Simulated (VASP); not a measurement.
# BaTe (I-4m2) in VASP: single point with HSE06

Aim: the single point of BaTe with HSE06.

Program: VASP 6.6.1. These are calculated values, not measurements. Logs are shortened: lines on timing, memory, paths and dates and some standing lists are left out, and cuts for length are marked.

**1. The cell of the first run**

Symmetry: I-4m2, No. 119, tetragonal system. Conventional cell: a = 5.260 Å, b = 5.260 Å, c = 7.828 Å, α = 90.00°, β = 90.00°, γ = 90.00°. Within 4.3 Å of Ba (site symmetry -4m2) lie 4 Te at 3.28 Å. Within 4.3 Å of Te (site symmetry -4m2) lie 4 Ba at 3.28 Å.

**2. Single point, HSE06 (biaxial xy strain -5.0%)**

The input, POSCAR:

```
BaTe
1.0
    0.0000000000      3.7192335646      3.9141586662
    3.7192335646      0.0000000000      3.9141586662
    3.7192335646      3.7192335646      0.0000000000
Ba Te
1 1
Direct
    0.0000000000      0.0000000000      0.0000000000
    0.2500000000      0.2500000000      0.2500000000
```

The input, INCAR.step1:

```
ALGO     = Normal         # electronic algorithm
EDIFF    = 1E-5           # SCF threshold, eV
ENCUT    = 520            # plane-wave cutoff, eV
GGA      = PE             # functional
ISIF     = 2              # what is computed and relaxed
ISMEAR   = 0              # smearing method
LASPH    = T              # aspherical terms in the spheres
LCHARG   = F              # write CHGCAR
LREAL    = F              # projectors in reciprocal space
LWAVE    = T              # write WAVECAR
NBANDS   = 15             # bands
NELM     = 80             # most SCF steps
PREC     = Accurate       # precision mode
SIGMA    = 0.01           # smearing width, eV
```

The input, INCAR.step2:

```
ALGO     = Normal         # electronic algorithm
EDIFF    = 1E-6           # SCF threshold, eV
ENCUT    = 520            # plane-wave cutoff, eV
GGA      = PE             # functional
HFSCREEN = 0.2079         # screening, 1/A
ISIF     = 2              # what is computed and relaxed
ISMEAR   = 0              # smearing method
ISTART   = 1            
LASPH    = T              # aspherical terms in the spheres
LCHARG   = F              # write CHGCAR
LHFCALC  = T              # exact exchange
LREAL    = F              # projectors in reciprocal space
LWAVE    = F              # write WAVECAR
NBANDS   = 15             # bands
NELM     = 80             # most SCF steps
PREC     = Accurate       # precision mode
PRECFOCK = Normal       
SIGMA    = 0.01           # smearing width, eV
```

The input, KPOINTS:

```
k-points
0
Gamma
  4 4 4
```

Potentials or basis: VASP PAW PBE potentials, release 64 (Ba_sv, Te).

On the command line:

```sh
$ cat potpaw_PBE.64/Ba_sv/POTCAR potpaw_PBE.64/Te/POTCAR > POTCAR
$ cp INCAR.step1 INCAR
$ mpirun -np 1 vasp_std > vasp.out
$ cp INCAR.step2 INCAR
$ mpirun -np 1 vasp_std > vasp.out
```

OUTCAR:

```text
EDIFF = 1E-6
   ENCUT = 520
   GGA = PE
   HFSCREEN = 0.2079
   ISIF = 2
   ISMEAR = 0
   ISTART = 1
   LASPH = T
   LHFCALC = T
   LREAL = F
   NELM = 80
   PREC = Accurate
   PRECFOCK = Normal

 ion  position               nearest neighbor table
   1  0.000  0.000  0.000-   2 3.28   2 3.28   2 3.28   2 3.28
   2  0.250  0.250  0.250-   1 3.28   1 3.28   1 3.28   1 3.28

  LATTYP: Found a body centered tetragonal cell.
 ALAT       =     5.2597905487
 C/A-ratio  =     1.4883325220

  Lattice vectors:

 A1 = (  -3.7192335646,   0.0000000000,   3.9141586662)
 A2 = (   3.7192335646,   0.0000000000,   3.9141586662)
 A3 = (   0.0000000000,   3.7192335646,  -3.9141586662)

Analysis of symmetry for initial positions (statically):
=====================================================================
 Subroutine PRICEL returns:
 Original cell was already a primitive cell.

 Routine SETGRP: Setting up the symmetry group for a
 body centered tetragonal supercell.

 Subroutine GETGRP returns: Found  8 space group operations
 (whereof  8 operations were pure point group operations)
 out of a pool of 16 trial point group operations.

The static configuration has the point symmetry D_2d.

Analysis of symmetry for dynamics (positions and initial velocities):
=====================================================================
 Subroutine PRICEL returns:
 Original cell was already a primitive cell.

 Routine SETGRP: Setting up the symmetry group for a
 body centered tetragonal supercell.

 Subroutine GETGRP returns: Found  8 space group operations
 (whereof  8 operations were pure point group operations)
 out of a pool of 16 trial point group operations.

The dynamic configuration has the point symmetry D_2d.

 Subroutine INISYM returns: Found  8 space group operations
 (whereof  8 operations are pure point group operations),
 and found     1 'primitive' translations

----------------------------------------------------------------------------------------

                                     Primitive cell

  volume of cell :     108.2868

  direct lattice vectors                    reciprocal lattice vectors
     0.000000000  3.719233565  3.914158666    -0.134436300  0.134436300  0.127741372
[... 87 lines left out ...]
   EMIN   =  10.00;   EMAX   =-10.00  energy-range for DOS
   EFERMI =   0.00;   METHOD = LEGACY
   ISMEAR =     0;   SIGMA  =   0.01  broadening in eV -4-tet -1-fermi 0-gaus
   EFERMI_NEDOS =   21; number of points for ismear=-14 and -15
   IALGO  =     38    algorithm
   IMIX   =      1    mixing-type and parameters
     AMIX     =   0.40;   BMIX     =  1.00
     AMIX_MAG =   1.60;   BMIX_MAG =  1.00
  volume/ion in A,a.u.               =      54.14       365.38
  Fermi-wavevector in a.u.,A,eV,Ry     =   0.865479  1.635518 10.191490  0.749053
  Thomas-Fermi vector in A             =   1.983728
   LORBIT       =      0    0 simple, 1 ext, 2 COOP (PROOUT), +10 PAW based schemes
   GGA     = PE    functional components
   LHFCALC =     T    Hartree Fock is set to
   PRECFOCK=normal    Normal, Fast or Accurate (Low or Medium for compatibility)
   ENCUT4O =  -1.0   cutoff for four orbital integrals eV
   NKREDX  =     1    reduce k-point grid by
   NKREDY  =     1    reduce k-point grid by
   NKREDZ  =     1    reduce k-point grid by
   AEXX    =    0.2500 exact exchange contribution
   HFSCREEN=    0.2079 screening length (either q_TF or 0.3 A-1)
   HFSCREENC=   0.2079 screening length for correlation (either q_TF or 0.3 A-1)
   ENCUTFOCK=  -1.0 apply spherical cutoff to Coloumb kernel
   IVDW    =     0    specifies the selected vdW correction
   LEPSILON=     F    determine dielectric tensor
   LRPA    =     F    only Hartree local field effects (RPA)
 non-spin polarized calculation
 Gauss-broadening in eV      SIGMA  =   0.01
  energy-cutoff  :      520.00
  volume of cell :      108.29
 maximum number of plane-waves:      2946
  NGX = 32; NGY = 32; NGZ = 30

 number of electron      15.9999999 magnetization

 Free energy of the ion-electron system (eV)
  ---------------------------------------------------
  ext. energy  EPLUGINS =         0.00000000
  ---------------------------------------------------
  free energy    TOTEN  =        -9.14659802 eV

  energy without entropy =       -9.14659802  energy(sigma->0) =       -9.14659802

 E-fermi :   0.0460     XC(G=0):  -5.9583

 val. band max:       -0.0147076192   @ k =   0.5000   0.5000   0.0000
 cond. band min:       3.3662144159   @ k =   0.0000   0.0000   0.0000
 fundamental gap:      3.3809220351
 Fermi energy:         0.0460127480

 k-point     1 :       0.0000    0.0000    0.0000
  band No.  band energies     occupation
      1     -28.5491      2.00000
      2     -12.7231      2.00000
      3     -12.7231      2.00000
      4     -12.7215      2.00000
      5      -9.7217      2.00000
      6      -0.6795      2.00000
      7      -0.6402      2.00000
      8      -0.6402      2.00000
      9       3.3662      0.00000
     10       4.9552      0.00000
     11       5.2950      0.00000
     12       7.0219      0.00000
     13       7.3987      0.00000
     14       7.3987      0.00000
[... 203 lines left out ...]
      2     -13.0828      2.00000
      3     -12.8224      2.00000
      4     -12.7845      2.00000
      5      -9.1090      2.00000
      6      -0.7947      2.00000
      7      -0.6527      2.00000
      8      -0.1113      2.00000
      9       3.6003      0.00000
     10       4.7085      0.00000
     11       6.0618      0.00000
     12       6.2579      0.00000
     13       7.2275      0.00000
     14       8.4813      0.00000
     15       8.8814      0.00000

------------------------ aborting loop because EDIFF is reached ----------------------------------------

  FORCE on cell =-STRESS in cart. coord.  units (eV):
  Direction    XX          YY          ZZ          XY          YZ          ZX
  --------------------------------------------------------------------------------------
  -------------------------------------------------------------------------------------
  Total        1.6218008      1.6218008      1.6750289      0.0000000      0.0000000      0.0000000
  in kB       23.9956631     23.9956631     24.7832100      0.0000000      0.0000000      0.0000000
  external PRESSURE =      24.2581788 kB  Pullay stress =       0.0000000 kB

 VOLUME and BASIS-vectors are now :
 -----------------------------------------------------------------------------
  energy-cutoff  :      520.00
  volume of cell :      108.29
      direct lattice vectors                 reciprocal lattice vectors
     0.000000000  3.719233565  3.914158666    -0.134436300  0.134436300  0.127741372
     3.719233565  0.000000000  3.914158666     0.134436300 -0.134436300  0.127741372
     3.719233565  3.719233565  0.000000000     0.134436300  0.134436300 -0.127741372

 POSITION                                       TOTAL-FORCE (eV/Angst)
 -----------------------------------------------------------------------------------
      0.00000      0.00000      0.00000         0.000000      0.000000     -0.000000
      1.85962      1.85962      1.95708        -0.000000     -0.000000      0.000000
 -----------------------------------------------------------------------------------
    total drift:                                0.000000     -0.000000     -0.000000

  FREE ENERGIE OF THE ION-ELECTRON SYSTEM (eV)
  ---------------------------------------------------
  free  energy   TOTEN  =        -9.1465980203 eV

  energy  without entropy=       -9.1465980203  energy(sigma->0) =       -9.14659802
```

OSZICAR.step1:

```text
N       E                     dE             d eps       ncg     rms          rms(c)
DAV:   1     0.952674244467E+02    0.95267E+02   -0.59013E+03   390   0.857E+02
DAV:   2    -0.886101432750E+00   -0.96154E+02   -0.88713E+02   547   0.152E+02
DAV:   3    -0.815128418665E+01   -0.72652E+01   -0.72156E+01   537   0.466E+01
DAV:   4    -0.835826129665E+01   -0.20698E+00   -0.20689E+00   544   0.828E+00
DAV:   5    -0.836502700089E+01   -0.67657E-02   -0.67656E-02   599   0.116E+00    0.411E+00
DAV:   6    -0.802501094769E+01    0.34002E+00   -0.32848E-01   432   0.256E+00    0.277E+00
DAV:   7    -0.797699407037E+01    0.48017E-01   -0.27716E-01   474   0.242E+00    0.108E+00
DAV:   8    -0.799131604699E+01   -0.14322E-01   -0.30677E-02   432   0.109E+00    0.304E-01
DAV:   9    -0.799437765821E+01   -0.30616E-02   -0.50673E-03   488   0.408E-01    0.126E-01
DAV:  10    -0.799552042103E+01   -0.11428E-02   -0.76483E-04   439   0.146E-01    0.319E-02
DAV:  11    -0.799602657196E+01   -0.50615E-03   -0.64480E-04   425   0.114E-01    0.394E-02
DAV:  12    -0.799604063038E+01   -0.14058E-04   -0.33681E-05   537   0.292E-02    0.109E-02
DAV:  13    -0.799604451432E+01   -0.38839E-05   -0.11698E-05   420   0.157E-02
   1 F= -.79960445E+01 E0= -.79960445E+01  d E =-.819740E-25
```

Wall time 35 min (1 thread of Intel Xeon 8259CL, shared host); peak memory 0.37 GiB.

Results:

* Free energy: -9.1466 eV
* Pressure: 2.4 GPa
* Band gap on the k mesh: 3.38 eV (least direct gap 3.53 eV)

Levels at points of the mesh, in eV from the valence-band top:
```csv
k point,band 5,band 6,band 7,band 8,band 9,band 10,band 11,band 12
"(0.00, 0.00, 0.00)",-9.71,-0.66,-0.63,-0.63,3.38,4.97,5.31,7.04
"(0.50, 0.00, 0.00)",-9.24,-0.88,-0.45,-0.34,4.92,5.35,5.39,5.49
"(0.50, 0.50, 0.00)",-9.05,-1.29,0.00,0.00,3.53,4.81,6.09,6.09
"(0.50, 0.00, 0.50)",-9.10,-1.25,-0.10,-0.06,3.65,4.84,6.14,6.21
```

Caveat: the cell differs from its parent crystal (biaxial xy strain -5.0%); the PAW data sets were made with another functional, which shifts forces and pressure a little; spin-orbit coupling is left out, which moves the levels of the heavy elements.
